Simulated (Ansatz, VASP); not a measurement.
**One calculation of TiC, two programs**

```xyz
2
Lattice="0.0000 2.1659 2.1659 2.1659 0.0000 2.1659 2.1659 2.1659 0.0000" Properties=species:S:1:pos:R:3 pbc="T T T"
Ti    0.0000    0.0000    0.0000
C     2.1659    2.1659    2.1659
```

Alike in both runs: task single point; functional PBE; k mesh 12 × 12 × 12; occupations fermi-dirac, width 0.15 eV; no spin polarisation.

```csv
,VASP,Ansatz
version,VASP 6.6.1,Ansatz 0.2.0
potentials or method,"VASP PAW PBE potentials, release 64 (Ti_sv, C), cutoff 600 eV","scalar-relativistic, plane waves, PAW"
valence electrons in the cell,16,16
```

```tsv
	VASP	Ansatz	Ansatz less VASP
gap on the k mesh at the Fermi level (eV)	none	none	-
pressure (GPa)	0.4	0.3	-0.10
```

A gap of «none» marks a metal or a gap that the smearing closes. The functional is the same, so the differences come from potentials, cutoffs and numerics.
